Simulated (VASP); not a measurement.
# MgCd2Se3 (P3m1) in VASP: notebook

Runs on MgCd2Se3. Level: PBE. Tasks: single point.

Everything below comes from runs of VASP 6.6.1. Logs are shortened: lines on timing, memory, paths and dates and some standing lists are left out, and cuts for length are marked.

## (1) The cell of the first run

Symmetry: P3m1, No. 156, trigonal system. Conventional cell: a = 4.134 Å, b = 4.134 Å, c = 20.234 Å, α = 90.00°, β = 90.00°, γ = 120.00°. Within 3.3 Å of Mg (site symmetry 3m) lie 4 Se at 2.53 to 2.54 Å. Within 3.3 Å of Mg (site symmetry 3m) lie 4 Se at 2.53 to 2.54 Å. Within 3.3 Å of Cd (site symmetry 3m) lie 4 Se at 2.53 to 2.54 Å. Within 3.3 Å of Cd (site symmetry 3m) lie 4 Se at 2.53 to 2.54 Å. Cd (site symmetry 3m) has 4 Se at 2.53 to 2.54 Å within 3.3 Å. Cd (site symmetry 3m) has 4 Se at 2.53 to 2.54 Å within 3.3 Å. Se (site symmetry 3m) has 4 Mg at 2.53 to 2.54 Å within 3.3 Å. Se (site symmetry 3m) has 4 Cd at 2.53 to 2.54 Å within 3.3 Å.

## (2) Single point, PBE

Input file INCAR:

```
ALGO = Normal ; EDIFF = 1E-6
ENCUT = 520 ; GGA = PE
ISIF = 2 ; ISMEAR = 0
LASPH = T ; LCHARG = F
LREAL = F ; LWAVE = F
NBANDS = 56 ; NELM = 60
PREC = Accurate ; SIGMA = 0.1
```

Input file KPOINTS:

```
k-points
0
Gamma
  6 6 1
```

Input file POSCAR:

```
MgCd2Se3
1.0
    4.1344372500      0.0000000000      0.0000000000
   -2.0672186300      3.5805276900      0.0000000000
    0.0000000000      0.0000000000     20.2337240500
Mg Cd Se
2 4 6
Direct
    0.6666666700      0.3333333300      0.1666511200
    0.3333333300      0.6666666700      0.3333177900
    0.6666666700      0.3333333300      0.4999844500
    0.6666666700      0.3333333300      0.8333177900
    0.3333333300      0.6666666700      0.6666511200
    0.3333333300      0.6666666700      0.9999844500
    0.6666666700      0.3333333300      0.2919688800
    0.6666666700      0.3333333300      0.6253022200
    0.6666666700      0.3333333300      0.9586355500
    0.3333333300      0.6666666700      0.1253022200
    0.3333333300      0.6666666700      0.4586355500
    0.3333333300      0.6666666700      0.7919688800
```

Potentials or basis: VASP PAW PBE potentials, release 64 (Mg, Cd, Se).

On the command line:

```bash
cat potpaw_PBE.64/Mg/POTCAR potpaw_PBE.64/Cd/POTCAR potpaw_PBE.64/Se/POTCAR > POTCAR
mpirun -np 1 vasp_std > vasp.out
```

OUTCAR:

```text
EDIFF = 1E-6
   ENCUT = 520
   GGA = PE
   ISIF = 2
   ISMEAR = 0
   LASPH = T
   LREAL = F
   NELM = 60
   PREC = Accurate

 ion  position               nearest neighbor table
   1  0.667  0.333  0.167-  10 2.53  10 2.53  10 2.53   7 2.54
   2  0.333  0.667  0.333-   7 2.53   7 2.53   7 2.53  11 2.54
   3  0.667  0.333  0.500-  11 2.53  11 2.53  11 2.53   8 2.54
   4  0.667  0.333  0.833-  12 2.53  12 2.53  12 2.53   9 2.54
   5  0.333  0.667  0.667-   8 2.53   8 2.53   8 2.53  12 2.54
   6  0.333  0.667  1.000-   9 2.53   9 2.53   9 2.53  10 2.54
   7  0.667  0.333  0.292-   2 2.53   2 2.53   2 2.53   1 2.54
   8  0.667  0.333  0.625-   5 2.53   5 2.53   5 2.53   3 2.54
   9  0.667  0.333  0.959-   6 2.53   6 2.53   6 2.53   4 2.54
  10  0.333  0.667  0.125-   1 2.53   1 2.53   1 2.53   6 2.54
  11  0.333  0.667  0.459-   3 2.53   3 2.53   3 2.53   2 2.54
  12  0.333  0.667  0.792-   4 2.53   4 2.53   4 2.53   5 2.54

  LATTYP: Found a hexagonal cell.
 ALAT       =     4.1344372500
 C/A-ratio  =     4.8939487593

  Lattice vectors:

 A1 = (   4.1344372500,   0.0000000000,   0.0000000000)
 A2 = (  -2.0672186300,   3.5805276900,   0.0000000000)
 A3 = (   0.0000000000,   0.0000000000,  20.2337240500)

Analysis of symmetry for initial positions (statically):
=====================================================================
 Subroutine PRICEL returns:
 Original cell was already a primitive cell.

 Routine SETGRP: Setting up the symmetry group for a
 hexagonal supercell.

 Subroutine GETGRP returns: Found  6 space group operations
 (whereof  6 operations were pure point group operations)
 out of a pool of 24 trial point group operations.

The static configuration has the point symmetry C_3v.

Analysis of symmetry for dynamics (positions and initial velocities):
=====================================================================
 Subroutine PRICEL returns:
 Original cell was already a primitive cell.

 Routine SETGRP: Setting up the symmetry group for a
 hexagonal supercell.

 Subroutine GETGRP returns: Found  6 space group operations
 (whereof  6 operations were pure point group operations)
 out of a pool of 24 trial point group operations.

The dynamic configuration has the point symmetry C_3v.

 Subroutine INISYM returns: Found  6 space group operations
 (whereof  6 operations are pure point group operations),
 and found     1 'primitive' translations

----------------------------------------------------------------------------------------

                                     Primitive cell

  volume of cell :     299.5293

  direct lattice vectors                    reciprocal lattice vectors
     4.134437250  0.000000000  0.000000000     0.241870886  0.139644221  0.000000000
    -2.067218630  3.580527690  0.000000000     0.000000000  0.279288442  0.000000000
     0.000000000  0.000000000 20.233724050     0.000000000  0.000000000  0.049422439

  length of vectors
     4.134437250  4.134437253 20.233724050     0.279288442  0.279288442  0.049422439

  position of ions in fractional coordinates (direct lattice)
     0.666666670  0.333333330  0.166651120
     0.333333330  0.666666670  0.333317790
     0.666666670  0.333333330  0.499984450
     0.666666670  0.333333330  0.833317790
     0.333333330  0.666666670  0.666651120
     0.333333330  0.666666670  0.999984450
     0.666666670  0.333333330  0.291968880
     0.666666670  0.333333330  0.625302220
     0.666666670  0.333333330  0.958635550
     0.333333330  0.666666670  0.125302220
     0.333333330  0.666666670  0.458635550
     0.333333330  0.666666670  0.791968880

  ion indices of the primitive-cell ions
   primitive index   ion index
                 1           1
                 2           2
                 3           3
                 4           4
                 5           5
                 6           6
                 7           7
                 8           8
                 9           9
                10          10
                11          11
                12          12

----------------------------------------------------------------------------------------

 KPOINTS: k-points

Automatic generation of k-mesh.
 Grid dimensions read from file:
 generate k-points for:    6    6    1

 Generating k-lattice:

  Cartesian coordinates                     Fractional coordinates (reciprocal lattice)
     0.040311814  0.023274037  0.000000000     0.166666667  0.000000000  0.000000000
     0.000000000  0.046548074  0.000000000     0.000000000  0.166666667  0.000000000
     0.000000000  0.000000000  0.049422439     0.000000000  0.000000000  1.000000000

  Length of vectors
     0.046548074  0.046548074  0.049422439

  Shift w.r.t. Gamma in fractional coordinates (k-lattice)
     0.000000000  0.000000000  0.000000000

 Subroutine IBZKPT returns following result:
 ===========================================

 Found      7 irreducible k-points:

 Following reciprocal coordinates:
            Coordinates               Weight
  0.000000  0.000000  0.000000      1.000000
  0.166667  0.000000  0.000000      6.000000
  0.333333  0.000000  0.000000      6.000000
  0.500000  0.000000  0.000000      3.000000
  0.166667  0.166667  0.000000      6.000000
  0.333333  0.166667  0.000000     12.000000
  0.333333  0.333333  0.000000      2.000000
   k-points           NKPTS =      7   k-points in BZ     NKDIM =      7   number of bands    NBANDS=     56
   number of dos      NEDOS =    301   number of ions     NIONS =     12
   total plane-waves  NPLWV = 153600
   dimension x,y,z NGX =    32 NGY =   32 NGZ =  150
   dimension x,y,z NGXF=    64 NGYF=   64 NGZF=  300
   ions per type =               2   4   6
   NGX,Y,Z   is equivalent  to a cutoff of  12.87, 12.87, 12.32 a.u.
   NGXF,Y,Z  is equivalent  to a cutoff of  25.73, 25.73, 24.65 a.u.
 SYSTEM =  unknown system
   PREC   = accura    normal or accurate (medium, high low for compatibility)
   ISTART =      0    job   : 0-new  1-cont  2-samecut
   ICHARG =      2    charge: 1-file 2-atom 10-const
   ISPIN  =      1    spin polarized calculation?
   LNONCOLLINEAR =      F non collinear calculations
   LSORBIT =      F    spin-orbit coupling
   LASPH  =      T    aspherical Exc in radial PAW
   ENCUT  =  520.0 eV  38.22 Ry    6.18 a.u.   7.69  7.69 37.62*2*pi/ulx,y,z
   NELM   =     60;   NELMIN=  2; NELMDL= -5     # of ELM steps
   EDIFF  = 0.1E-05   stopping-criterion for ELM
   LREAL  =      F    real-space projection
   EDIFFG = 0.1E-04   stopping-criterion for IOM
   NSW    =      0    number of steps for IOM
   IBRION =     -1    ionic relax: 0-MD 1-quasi-New 2-CG
   NFREE  =      0    steps in history (QN), initial steepest desc. (CG)
   ISIF   =      2    stress and relaxation
   ISYM   =      2    0-nonsym 1-usesym 2-fastsym
   POTIM  = 0.5000    time-step for ionic-motion
   TEBEG  =    0.0;   TEEND  =   0.0 temperature during run
   PSTRESS=    0.0 pullay stress
   NELECT =      88.0000    total number of electrons
   NUPDOWN=      -1.0000    fix difference up-down
   EMIN   =  10.00;   EMAX   =-10.00  energy-range for DOS
   EFERMI =   0.00;   METHOD = LEGACY
   ISMEAR =     0;   SIGMA  =   0.10  broadening in eV -4-tet -1-fermi 0-gaus
   EFERMI_NEDOS =   21; number of points for ismear=-14 and -15
   IALGO  =     38    algorithm
   IMIX   =      4    mixing-type and parameters
     AMIX     =   0.40;   BMIX     =  1.00
     AMIX_MAG =   1.60;   BMIX_MAG =  1.00
  volume/ion in A,a.u.               =      24.96       168.44
  Fermi-wavevector in a.u.,A,eV,Ry     =   1.088318  2.056624 16.115243  1.184437
  Thomas-Fermi vector in A             =   2.224497
   LORBIT       =      0    0 simple, 1 ext, 2 COOP (PROOUT), +10 PAW based schemes
   GGA     = PE    functional components
   LHFCALC =     F    Hartree Fock is set to
   AEXX    =    0.0000 exact exchange contribution
   IVDW    =     0    specifies the selected vdW correction
   LEPSILON=     F    determine dielectric tensor
   LRPA    =     F    only Hartree local field effects (RPA)
 non-spin polarized calculation
 Gauss-broadening in eV      SIGMA  =   0.10
  energy-cutoff  :      520.00
  volume of cell :      299.53
 maximum number of plane-waves:      8133
 NGX is ok and might be reduce to    32
   NGX = 15   NGY = 15   NGZ = 75

 number of electron      87.9999984 magnetization

 Free energy of the ion-electron system (eV)
  ---------------------------------------------------
  ext. energy  EPLUGINS =         0.00000000
  ---------------------------------------------------
  free energy    TOTEN  =       -35.64456283 eV

  energy without entropy =      -35.64456283  energy(sigma->0) =      -35.64456283

 E-fermi :   2.3248     XC(G=0):  -9.0808

 val. band max:        1.8889195677   @ k =   0.0000   0.0000   0.0000
 cond. band min:       3.1670913775   @ k =   0.0000   0.0000   0.0000
 fundamental gap:      1.2781718097
 Fermi energy:         2.3248486612

 k-point     1 :       0.0000    0.0000    0.0000
  band No.  band energies     occupation
      1     -11.3308      2.00000
      2     -11.1898      2.00000
      3     -11.0358      2.00000
      4     -10.9028      2.00000
      5     -10.6946      2.00000
      6     -10.3573      2.00000
[... 48 lines left out ...]
     55       7.9353      0.00000
     56       7.9356      0.00000

 k-point     2 :       0.1667    0.0000    0.0000
  band No.  band energies     occupation
      1     -11.2268      2.00000
      2     -11.0983      2.00000
      3     -10.9558      2.00000
      4     -10.8383      2.00000
      5     -10.6005      2.00000
      6     -10.2794      2.00000
[... 48 lines left out ...]
     55       7.5375      0.00000
     56       8.0553      0.00000
[... 234 lines left out ...]
     55       7.7451      0.00000
     56       8.0057      0.00000

 k-point     7 :       0.3333    0.3333    0.0000
  band No.  band energies     occupation
      1     -10.7845      2.00000
      2     -10.7760      2.00000
      3     -10.7661      2.00000
      4     -10.5995      2.00000
      5     -10.2004      2.00000
      6      -9.9966      2.00000
[... 48 lines left out ...]
     55       8.4877      0.00000
     56       8.5416      0.00000

------------------------ aborting loop because EDIFF is reached ----------------------------------------

  FORCE on cell =-STRESS in cart. coord.  units (eV):
  Direction    XX          YY          ZZ          XY          YZ          ZX
  --------------------------------------------------------------------------------------
  -------------------------------------------------------------------------------------
  Total       17.9712555     17.9712556     17.7205415     -0.0000000      0.0000000      0.0000000
  in kB       96.1279626     96.1279627     94.7868972     -0.0000001      0.0000000      0.0000000
  external PRESSURE =      95.6809408 kB  Pullay stress =       0.0000000 kB

 VOLUME and BASIS-vectors are now :
 -----------------------------------------------------------------------------
  energy-cutoff  :      520.00
  volume of cell :      299.53
      direct lattice vectors                 reciprocal lattice vectors
     4.134437250  0.000000000  0.000000000     0.241870886  0.139644221  0.000000000
    -2.067218630  3.580527690  0.000000000     0.000000000  0.279288442  0.000000000
     0.000000000  0.000000000 20.233724050     0.000000000  0.000000000  0.049422439

 POSITION                                       TOTAL-FORCE (eV/Angst)
 -----------------------------------------------------------------------------------
      2.06722      1.19351      3.37197         0.000000      0.000000     -0.001716
     -0.00000      2.38702      6.74426         0.000000      0.000000     -0.043437
      2.06722      1.19351     10.11655         0.000000      0.000000      0.011309
      2.06722      1.19351     16.86112         0.000000     -0.000000      0.022047
     -0.00000      2.38702     13.48883        -0.000000      0.000000      0.020705
     -0.00000      2.38702     20.23341        -0.000000      0.000000      0.061978
      2.06722      1.19351      5.90762        -0.000000      0.000000      0.007387
      2.06722      1.19351     12.65219         0.000000      0.000000     -0.025817
      2.06722      1.19351     19.39677        -0.000000      0.000000     -0.028966
     -0.00000      2.38702      2.53533         0.000000     -0.000000      0.762830
     -0.00000      2.38702      9.27991         0.000000     -0.000000     -0.763133
     -0.00000      2.38702     16.02448        -0.000000      0.000000     -0.023187
 -----------------------------------------------------------------------------------
    total drift:                               -0.000000     -0.000000     -0.000048

  FREE ENERGIE OF THE ION-ELECTRON SYSTEM (eV)
  ---------------------------------------------------
  free  energy   TOTEN  =       -35.6445628342 eV

  energy  without entropy=      -35.6445628342  energy(sigma->0) =      -35.64456283
```

Wall time 5.2 min (1 thread of AMD EPYC 7R13, shared host); peak memory 0.42 GiB.

Results:

```yaml
Free_energy: -35.6446 eV
Pressure: 9.6 GPa
Largest_force: 0.763 eV/Å
Band_gap_on_the_k_mesh: 1.28 eV, direct
```

Forces in eV/Å, atoms in the order of the input:
```
Mg   0.000  0.000 -0.002
Mg   0.000  0.000 -0.043
Cd   0.000  0.000  0.011
Cd   0.000  0.000  0.022
Cd   0.000  0.000  0.021
Cd   0.000  0.000  0.062
Se   0.000  0.000  0.007
Se   0.000  0.000 -0.026
Se   0.000  0.000 -0.029
Se   0.000  0.000  0.763
Se   0.000  0.000 -0.763
Se   0.000  0.000 -0.023
```

Levels at points of the mesh, in eV from the valence-band top:
```tsv
k point	band 40	band 41	band 42	band 43	band 44	band 45	band 46	band 47	band 48	band 49
(0.00, 0.00, 0.00)	-0.24	-0.24	-0.22	0.00	0.00	1.28	2.38	2.48	2.52	3.12
(0.50, 0.00, 0.00)	-1.44	-1.41	-1.32	-1.27	-0.95	2.73	2.94	3.33	3.39	3.55
```

PBE gaps usually lie below the measured ones, often by a third to a half.

(Continued in part 2 of 2.)
